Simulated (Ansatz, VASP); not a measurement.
**Two plane-wave programs on AlN**

```xyz
8
Lattice="4.4025 0.0000 0.0000 0.0000 -4.4025 0.0000 0.0000 0.0000 -4.4025" Properties=species:S:1:pos:R:3 pbc="T T T"
Al   -0.1782   -0.6300    0.1782
Al    2.2013   -2.2013    0.0000
Al    2.2013    0.0000   -2.2013
Al    0.0000   -2.2013   -2.2013
N     3.3019   -3.3019   -3.3019
N     1.1006   -1.1006   -3.3019
N     1.1006   -3.3019   -1.1006
N     3.3019   -1.1006   -1.1006
```

Alike in both runs: task single point; functional PBE; k mesh 6 × 6 × 6; occupations gaussian, width 0.05 eV; no spin polarisation.

```csv
,VASP,Ansatz
version,VASP 6.6.1,Ansatz 0.2.0
potentials or method,"VASP PAW PBE potentials, release 64 (Al, N), cutoff 520 eV","scalar-relativistic, plane waves, PAW"
valence electrons in the cell,32,32
```

```tsv
	VASP	Ansatz	Ansatz less VASP
gap on the k mesh at the Fermi level (eV)	none	none	-
pressure (GPa)	10.2	10.3	+0.05
traceless stress, the component that is largest in VASP (GPa)	-14.05	-13.97	+0.074
rms of the force components (eV/Å)	2.456	2.438	-0.0173
```

Atom by atom the forces differ by 0.023 eV/Å (rms over components). A gap of «none» marks a metal or a gap that the smearing closes.
